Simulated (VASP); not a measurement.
# Dy2H in VASP: notebook

Runs on Dy2H. Level: PBE. Tasks: relaxation of cell and atoms.

Everything below comes from runs of VASP 6.6.1. Logs are shortened: lines on timing, memory, paths and dates and some standing lists are left out, and cuts for length are marked.

## Step 1: The cell of the first run

The structure is hexagonal, space group P6/mmm (No. 191). Conventional cell: a = 3.114 Å, b = 3.114 Å, c = 7.371 Å, α = 90.00°, β = 90.00°, γ = 120.00°. Within 2.1 Å of Dy (site symmetry 6mm) lie 1 H at 1.58 Å. H (site symmetry 6/mmm) has 2 Dy at 1.58 Å within 2.1 Å.

The cell was generated, and may not be a known phase.

## Step 2: Relaxation of cell and atoms, PBE

The input, INCAR:

```
PREC     = Accurate       # precision mode
ENCUT    = 500            # plane-wave cutoff, eV
EDIFF    = 1E-7           # SCF threshold, eV
ISMEAR   = 0              # smearing method
SIGMA    = 0.2            # smearing width, eV
LREAL    = F              # projectors in reciprocal space
LASPH    = T              # aspherical terms in the spheres
NELM     = 200            # most SCF steps
ALGO     = Normal         # electronic algorithm
ISIF     = 3              # what is computed and relaxed
LWAVE    = F              # write WAVECAR
LCHARG   = F              # write CHGCAR
GGA      = PE             # functional
IBRION   = 2              # ionic algorithm
NSW      = 36             # ionic steps
EDIFFG   = -0.08          # ionic threshold
GGA_COMPAT= F            
NELMIN   = 4            
LMAXMIX  = 6              # l up to which the mixer works
```

The input, KPOINTS:

```
Automatic mesh
0
Gamma
  7 7 3
```

The input, POSCAR:

```
Dy2H
1.0
    3.1141267800      0.0000000000      0.0000000000
   -1.5570633900      2.6969129000      0.0000000000
    0.0000000000      0.0000000000      7.3709531400
Dy H
2 1
Direct
    0.0000000000      0.0000000000      0.7858126000
    0.0000000000      0.0000000000      0.2141874000
    0.0000000000      0.0000000000      0.0000000000
```

Potentials or basis: VASP PAW PBE potentials, release 64 (Dy_3, H), 4f in core.

Started as:

```bash
$ cat potpaw_PBE.64/Dy_3/POTCAR potpaw_PBE.64/H/POTCAR > POTCAR
$ mpirun -np 1 vasp_std > vasp.out
```

OUTCAR:

```text
PREC = Accurate
   ENCUT = 500
   EDIFF = 1E-7
   ISMEAR = 0
   LREAL = F
   LASPH = T
   NELM = 200
   ISIF = 3
   GGA = PE
   IBRION = 2
   NSW = 36
   EDIFFG = -0.08
   NELMIN = 4

 ion  position               nearest neighbor table
   1  0.000  0.000  0.786-   3 1.58   2 3.16
   2  0.000  0.000  0.214-   3 1.58   1 3.16
   3  0.000  0.000  0.000-   1 1.58   2 1.58

  LATTYP: Found a hexagonal cell.
 ALAT       =     3.1141267800
 C/A-ratio  =     2.3669406099

  Lattice vectors:

 A1 = (   3.1141267800,   0.0000000000,   0.0000000000)
 A2 = (  -1.5570633900,   2.6969129000,   0.0000000000)
 A3 = (   0.0000000000,   0.0000000000,   7.3709531400)

Analysis of symmetry for initial positions (statically):
=====================================================================
 Subroutine PRICEL returns:
 Original cell was already a primitive cell.

 Routine SETGRP: Setting up the symmetry group for a
 hexagonal supercell.

 Subroutine GETGRP returns: Found 24 space group operations
 (whereof 24 operations were pure point group operations)
 out of a pool of 24 trial point group operations.

The static configuration has the point symmetry D_6h.

Analysis of symmetry for dynamics (positions and initial velocities):
=====================================================================
 Subroutine PRICEL returns:
 Original cell was already a primitive cell.

 Routine SETGRP: Setting up the symmetry group for a
 hexagonal supercell.

 Subroutine GETGRP returns: Found 24 space group operations
 (whereof 24 operations were pure point group operations)
 out of a pool of 24 trial point group operations.

The dynamic configuration has the point symmetry D_6h.

 Subroutine INISYM returns: Found 24 space group operations
 (whereof 24 operations are pure point group operations),
 and found     1 'primitive' translations

----------------------------------------------------------------------------------------

                                     Primitive cell

  volume of cell :      61.9052

  direct lattice vectors                    reciprocal lattice vectors
     3.114126780  0.000000000  0.000000000     0.321117305  0.185397163  0.000000000
    -1.557063390  2.696912900  0.000000000     0.000000000  0.370794326  0.000000000
     0.000000000  0.000000000  7.370953140     0.000000000  0.000000000  0.135667665

  length of vectors
     3.114126780  3.114126778  7.370953140     0.370794325  0.370794326  0.135667665

  position of ions in fractional coordinates (direct lattice)
     0.000000000  0.000000000  0.785812600
     0.000000000  0.000000000  0.214187400
     0.000000000  0.000000000  0.000000000

  ion indices of the primitive-cell ions
   primitive index   ion index
                 1           1
                 2           2
                 3           3

----------------------------------------------------------------------------------------

 KPOINTS: Automatic mesh

Automatic generation of k-mesh.
 Grid dimensions read from file:
 generate k-points for:    7    7    3

 Generating k-lattice:

  Cartesian coordinates                     Fractional coordinates (reciprocal lattice)
     0.045873901  0.026485309  0.000000000     0.142857143  0.000000000  0.000000000
     0.000000000  0.052970618  0.000000000     0.000000000  0.142857143  0.000000000
     0.000000000  0.000000000  0.045222555     0.000000000  0.000000000  0.333333333

  Length of vectors
     0.052970618  0.052970618  0.045222555

  Shift w.r.t. Gamma in fractional coordinates (k-lattice)
     0.000000000  0.000000000  0.000000000

 Subroutine IBZKPT returns following result:
 ===========================================

 Found     16 irreducible k-points:

 Following reciprocal coordinates:
            Coordinates               Weight
  0.000000  0.000000  0.000000      1.000000
  0.142857  0.000000  0.000000      6.000000
  0.285714 -0.000000  0.000000      6.000000
  0.428571 -0.000000  0.000000      6.000000
  0.142857  0.142857  0.000000      6.000000
  0.285714  0.142857  0.000000     12.000000
[... 38 lines left out ...]
  Thomas-Fermi vector in A             =   2.240762
   LORBIT       =      0    0 simple, 1 ext, 2 COOP (PROOUT), +10 PAW based schemes
   GGA     = PE    functional components
   LHFCALC =     F    Hartree Fock is set to
   AEXX    =    0.0000 exact exchange contribution
   IVDW    =     0    specifies the selected vdW correction
   LEPSILON=     F    determine dielectric tensor
   LRPA    =     F    only Hartree local field effects (RPA)
 conjugate gradient relaxation of ions
 non-spin polarized calculation
 Gauss-broadening in eV      SIGMA  =   0.20
  energy-cutoff  :      500.00
  volume of cell :       61.91
 maximum number of plane-waves:      1590
 NGX is ok and might be reduce to    24
   NGX = 11   NGY = 11   NGZ = 27

--------------------------------------- Ionic step        1  -------------------------------------------

 number of electron      19.0000001 magnetization

 Free energy of the ion-electron system (eV)
  ---------------------------------------------------
  ext. energy  EPLUGINS =         0.00000000
  ---------------------------------------------------
  free energy    TOTEN  =        -9.09365565 eV

  energy without entropy =       -9.05222326  energy(sigma->0) =       -9.07293946

 E-fermi :   2.8328     XC(G=0):  -9.8411

 val. band max:        2.7626212669   @ k =   0.2857   0.1429   0.3333
 cond. band min:       2.8334567021   @ k =   0.1429   0.0000   0.3333
 fundamental gap:      0.0708354353
 Fermi energy:         2.8327780614

 k-point     1 :       0.0000    0.0000    0.0000
  band No.  band energies     occupation
      1     -20.5397      2.00000
      2     -19.4997      2.00000
      3     -18.8967      2.00000
      4     -18.8967      2.00000
      5     -18.8462      2.00000
      6     -18.8462      2.00000
      7      -2.7505      2.00000
      8       0.0571      2.00000
      9       0.3102      2.00000
     10       2.5085      1.97816
     11       5.6021      0.00000
     12       5.6021      0.00000
     13       5.9581      0.00000
[... 342 lines left out ...]
  FREE ENERGIE OF THE ION-ELECTRON SYSTEM (eV)
  ---------------------------------------------------
  free  energy   TOTEN  =       -11.1597225283 eV

  energy  without entropy=      -11.1088958973  energy(sigma->0) =      -11.13430921

[... ionic steps 4 to 12 ...]

--------------------------------------- Ionic step       13  -------------------------------------------

 number of electron      19.0000003 magnetization

------------------------ aborting loop because EDIFF is reached ----------------------------------------

  FORCE on cell =-STRESS in cart. coord.  units (eV):
  Direction    XX          YY          ZZ          XY          YZ          ZX
  --------------------------------------------------------------------------------------
  -------------------------------------------------------------------------------------
  Total       -0.0097402     -0.0097402      1.3556148      0.0000000     -0.0000000      0.0000000
  in kB       -0.2112086     -0.2112086     29.3955837      0.0000000     -0.0000000      0.0000000
  external PRESSURE =       9.6577221 kB  Pullay stress =       0.0000000 kB
[... 59 lines left out ...]
  energy  without entropy=      -11.5634640772  energy(sigma->0) =      -11.59899899

--------------------------------------- Ionic step       15  -------------------------------------------

 number of electron      19.0000005 magnetization

 Free energy of the ion-electron system (eV)
  ---------------------------------------------------
  ext. energy  EPLUGINS =         0.00000000
  ---------------------------------------------------
  free energy    TOTEN  =       -11.63967707 eV

  energy without entropy =      -11.57185796  energy(sigma->0) =      -11.60576752

 E-fermi :   2.1696     XC(G=0):  -9.1291

 val. band max:        2.1630528366   @ k =   0.0000   0.0000   0.3333
 cond. band min:       2.2338698381   @ k =   0.2857   0.2857   0.0000
 fundamental gap:      0.0708170015
 Fermi energy:         2.1695980417

 k-point     1 :       0.0000    0.0000    0.0000
  band No.  band energies     occupation
      1     -21.3789      2.00000
      2     -21.0260      2.00000
      3     -20.8214      2.00000
      4     -20.8214      2.00000
      5     -20.7974      2.00000
      6     -20.7974      2.00000
      7      -3.4133      2.00000
      8      -0.6610      2.00000
      9      -0.4255      2.00000
     10       2.1082      1.33559
     11       4.2988      0.00000
     12       4.2988      0.00000
     13       4.6240      0.00000
[... 268 lines left out ...]
  FREE ENERGIE OF THE ION-ELECTRON SYSTEM (eV)
  ---------------------------------------------------
  free  energy   TOTEN  =       -11.6396770662 eV

  energy  without entropy=      -11.5718579639  energy(sigma->0) =      -11.60576752

 reached required accuracy - stopping structural energy minimisation
```

Wall time 3.2 min (1 thread of Intel Xeon 8259CL, shared host); peak memory 0.19 GiB.

Results:

```
Free energy                           : -11.6397 eV
Relaxed volume                        : 25.47 Å³/atom
Relaxed cell                          : a = 3.440 Å, b = 3.440 Å, c = 7.457 Å, α = 90.00°, β = 90.00°, γ = 120.00°
Space group after relaxing (to 0.1 Å) : P6/mmm (No. 191)
Energy gained by relaxing             : 848.7 meV/atom
Ionic steps                           : 15
Pressure after relaxing               : -0.3 GPa
Largest force after relaxing          : 0.023 eV/Å
Band gap on the k mesh                : zero (an odd number of electrons rules out a gap without spin polarisation)
```

Forces in eV/Å, atoms in the order of the input:
```
Dy   0.000  0.000 -0.023
Dy   0.000  0.000  0.023
H    0.000  0.000  0.000
```

Step by step:
| step | energy change (eV) | largest force (eV/Å) | pressure (GPa) | volume (Å³) |
| --- | --- | --- | --- | --- |
| 1 | 0.0000 | 6.2136 | 24.61 | 61.91 |
| 2 | -1.5704 | 0.5286 | -3.32 | 94.06 |
| 3 | -2.0661 | 0.2458 | 1.76 | 78.54 |
| 4 | -2.0664 | 0.2824 | 1.96 | 78.19 |
| 5 | -2.2870 | 0.3882 | -0.44 | 82.92 |
| 6 | -2.3340 | 0.4843 | -1.79 | 87.26 |
| 7 | -2.3347 | 0.4706 | -1.63 | 86.62 |
| 8 | -2.3926 | 0.6066 | -0.99 | 83.70 |
| 9 | -2.4369 | 0.9061 | 1.58 | 76.11 |
| 10 | -2.4437 | 0.8550 | 0.88 | 77.84 |
| 11 | -2.4758 | 0.7035 | 0.84 | 77.00 |
| 12 | -2.5273 | 0.2414 | 0.91 | 74.50 |
| 13 | -2.5292 | 0.1225 | 0.97 | 73.89 |
| 14 | -2.5409 | 0.0797 | 0.46 | 74.86 |
| 15 | -2.5460 | 0.0226 | -0.28 | 76.41 |

Final structure:
```cif
data_structure
_symmetry_space_group_name_H-M 'P 1'
_symmetry_Int_Tables_number 1
_cell_length_a 3.4399
_cell_length_b 3.4399
_cell_length_c 7.4569
_cell_angle_alpha 90.000
_cell_angle_beta 90.000
_cell_angle_gamma 120.000
_cell_volume 76.41
loop_
_atom_site_label
_atom_site_type_symbol
_atom_site_fract_x
_atom_site_fract_y
_atom_site_fract_z
_atom_site_occupancy
Dy1 Dy 0.00000 0.00000 0.72894 1
Dy2 Dy 0.00000 0.00000 0.27106 1
H1 H 0.00000 0.00000 0.00000 1
```

Caveat: the volume moved by over 15 % at a fixed basis, so the end points are rough; spin-orbit coupling is left out, which moves the levels of the heavy elements; the 4f electrons are frozen in the core, so they carry no moment and show no levels. Spin polarisation is off, so any magnetic state and its effect on volume and gap are missing.

## Step 3: Relaxation of cell and atoms, PBE

This run uses another cell than the first one, of 21.05 Å³/atom.

The input, INCAR:

```
PREC     = Accurate       # precision mode
ENCUT    = 500            # plane-wave cutoff, eV
EDIFF    = 1E-7           # SCF threshold, eV
ISMEAR   = 0              # smearing method
SIGMA    = 0.2            # smearing width, eV
LREAL    = False          # projectors in reciprocal space
LASPH    = True           # aspherical terms in the spheres
NELM     = 200            # most SCF steps
ALGO     = Normal         # electronic algorithm
ISIF     = 3              # what is computed and relaxed
LWAVE    = False          # write WAVECAR
LCHARG   = False          # write CHGCAR
GGA      = PE             # functional
IBRION   = 2              # ionic algorithm
NSW      = 36             # ionic steps
EDIFFG   = -0.08          # ionic threshold
GGA_COMPAT= False        
NELMIN   = 4            
LMAXMIX  = 6              # l up to which the mixer works
```

The input, KPOINTS:

```
regular mesh
0
Gamma
  7 7 3
```

The input, POSCAR:

```
Dy2H
1.0
    3.3363586800      0.0000000000      0.0000000000
   -1.6681793400      2.8893713700      0.0000000000
    0.0000000000      0.0000000000      6.5517058600
Dy H
2 1
Direct
    0.0000000000      0.0000000000      0.8455172000
    0.0000000000      0.0000000000      0.2107261300
    0.0000000000      0.0000000000      0.5305148200
```

Potentials or basis: VASP PAW PBE potentials, release 64 (Dy_3, H), 4f in core.

Started as:

```bash
$ cat potpaw_PBE.64/Dy_3/POTCAR potpaw_PBE.64/H/POTCAR > POTCAR
$ mpirun -np 1 vasp_std > vasp.out
```

Wall time 1.9 min (1 thread of Intel Xeon 8259CL, shared host); peak memory 0.18 GiB.

The run converged. Its results:

| Quantity | Value |
| --- | --- |
| Free energy | -11.6408 eV |
| Relaxed volume | 25.38 Å³/atom |
| Relaxed cell | a = 3.440 Å, b = 3.440 Å, c = 7.431 Å, α = 90.00°, β = 90.00°, γ = 120.00° |
| Space group after relaxing (to 0.1 Å) | P6/mmm (No. 191) |
| Energy gained by relaxing | 522.4 meV/atom |
| Ionic steps | 9 |
| Pressure after relaxing | -0.2 GPa |
| Largest force after relaxing | 0.047 eV/Å |
| Band gap on the k mesh | zero (an odd number of electrons rules out a gap without spin polarisation) |

Forces in eV/Å, atoms in the order of the input:
```
Dy   0.000  0.000 -0.047
Dy   0.000  0.000  0.008
H    0.000  0.000  0.038
```

Stress tensor (GPa, compression positive):
```
-0.29  0.00  0.00
 0.00 -0.29  0.00
 0.00  0.00 -0.11
```

The path:
```csv
step,energy change (eV),largest force (eV/Å),pressure (GPa),volume (Å³)
1,0.0000,5.6481,10.61,63.16
2,-1.4832,0.3001,-0.68,76.07
3,-1.4928,0.6230,0.42,72.69
4,-1.5031,0.4874,-0.01,73.90
5,-1.5504,0.3107,0.15,74.08
6,-1.5607,0.1305,0.41,74.18
7,-1.5608,0.1444,0.39,74.18
8,-1.5650,0.0949,0.15,74.92
9,-1.5671,0.0467,-0.23,76.13
```

Final structure:
```
Dy H
1.0
     3.43961    0.00000    0.00000
    -1.71980    2.97879    0.00000
     0.00000    0.00000    7.43063
Dy H
2 1
Direct
  0.00000 0.00000 0.80150
  0.00000 0.00000 0.25667
  0.00000 0.00000 0.52860
```

Levels at points of the mesh, in eV from the Fermi level:
```
           k point  band 6  band 7  band 8  band 9  band 10  band 11  band 12  band 13
(0.00, 0.00, 0.00)  -22.96   -5.59   -2.84   -2.58    -0.03     2.12     2.12     2.46
```

Caveat: the volume moved by over 15 % at a fixed basis, so the end points are rough; spin-orbit coupling is left out, which moves the levels of the heavy elements; the 4f electrons are frozen in the core, so they carry no moment and show no levels; the relaxation stopped at a loose force limit of 0.08 eV/Å, so its end isn't a converged minimum. Spin polarisation is off, so any magnetic state and its effect on volume and gap are missing.

## Step 4: Relaxation of cell and atoms, PBE

This run uses another cell than the first one, of 22.66 Å³/atom.

The input, INCAR:

```
SYSTEM = Dy2H
PREC = Accurate ; ENCUT = 500
EDIFF = 1E-7 ; ISMEAR = 0
SIGMA = 0.2 ; LREAL = .False.
LASPH = .True. ; NELM = 200
ALGO = Normal ; ISIF = 3
LWAVE = .False. ; LCHARG = .False.
GGA = PE ; IBRION = 2
NSW = 36 ; EDIFFG = -0.08
GGA_COMPAT = .False. ; NELMIN = 4
LMAXMIX = 6
```

The input, KPOINTS:

```
regular mesh
0
Gamma
  5 5 5
  0 0 0
```

The input, POSCAR:

```
Dy2H
1.0
    4.6742607800      0.0000000000      0.0000000000
   -2.3371303900      4.0480285800      0.0000000000
    0.0000000000      0.0000000000      3.5922961500
Dy H
2 1
Direct
    0.3333333300      0.6666666700      0.0000000000
    0.6666666700      0.3333333300      0.0000000000
    0.0000000000      0.0000000000      0.5000000000
```

Started as:

```bash
$ cat potpaw_PBE.64/Dy_3/POTCAR potpaw_PBE.64/H/POTCAR > POTCAR
$ mpirun -np 1 vasp_std > vasp.out
```

It took 95 s on 1 thread of Intel Xeon 8259CL, shared host; peak memory 0.2 GiB.

The run converged. Its results:

| Item | Value |
| --- | --- |
| Free energy | -9.0207 eV |
| Relaxed volume | 26.92 Å³/atom |
| Relaxed cell | a = 5.453 Å, b = 5.453 Å, c = 3.136 Å, α = 90.00°, β = 90.00°, γ = 120.00° |
| Space group after relaxing (to 0.1 Å) | P6/mmm (No. 191) |
| Energy gained by relaxing | 434.3 meV/atom |
| Ionic steps | 6 |
| Pressure after relaxing | 0.0 GPa |
| Band gap on the k mesh | zero (an odd number of electrons rules out a gap without spin polarisation) |

Step by step:
```
step  energy change (eV)  largest force (eV/Å)  pressure (GPa)  volume (Å³)
   1              0.0000                0.0000            4.45        67.97
   2             -1.0769                0.0000            2.08        73.58
   3             -1.2723                0.0000            1.38        77.01
   4             -1.2832                0.0000            1.47        76.54
   5             -1.3019                0.0000            0.33        79.67
   6             -1.3030                0.0000           -0.02        80.75
```

Final structure:
```
CELL_PARAMETERS angstrom
5.45268 0.00000 0.00000
-2.72634 4.72216 0.00000
0.00000 0.00000 3.13603
ATOMIC_POSITIONS crystal
Dy 0.33333 0.66667 0.00000
Dy 0.66667 0.33333 0.00000
H 0.00000 0.00000 0.50000
```

Levels at points of the mesh, in eV from the Fermi level:
```tsv
k point	band 6	band 7	band 8	band 9	band 10	band 11	band 12	band 13
(0.00, 0.00, 0.00)	-23.04	-5.03	-1.18	-0.25	0.34	0.34	0.65	0.91
```

Caveat: the volume moved by over 15 % at a fixed basis, so the end points are rough; spin-orbit coupling is left out, which moves the levels of the heavy elements; the 4f electrons are frozen in the core, so they carry no moment and show no levels.

## Step 5: The runs side by side

| cell | k mesh | gap on the mesh (eV) | pressure (GPa) | relaxed volume (Å³/atom) | largest force (eV/Å) |
| --- | --- | --- | --- | --- | --- |
| relaxed from a = 3.114, b = 3.114, c = 7.371 Å, angles 90.0, 90.0, 120.0°, 3 atoms, atomic positions A | 7 × 7 × 3 | none | -0.3 | 25.47 | 0.02 |
| relaxed from a = 3.336, b = 3.336, c = 6.552 Å, angles 90.0, 90.0, 120.0°, 3 atoms, atomic positions B | 7 × 7 × 3 | none | -0.2 | 25.38 | 0.05 |
| relaxed from a = 4.674, b = 4.674, c = 3.592 Å, angles 90.0, 90.0, 120.0°, 3 atoms, atomic positions C | 5 × 5 × 5 | none | 0.0 | 26.92 | - |

Alike in all rows: task relaxation of cell and atoms; level PBE; potentials or basis VASP PAW PBE potentials, release 64 (Dy_3, H), 4f in core; no spin polarisation; cutoff (eV) 500; smearing gaussian 0.2 eV.

Caveats: the volume moved by over 15 % at a fixed basis, so the end points are rough; spin-orbit coupling is left out, which moves the levels of the heavy elements; the 4f electrons are frozen in the core, so they carry no moment and show no levels; the relaxation stopped at a loose force limit of 0.08 eV/Å, so its end isn't a converged minimum (at least some runs).

Absolute energies hang on the potentials; compare differences alone.

The gap in the log of VASP goes by the Fermi energy; the results here count the filled bands.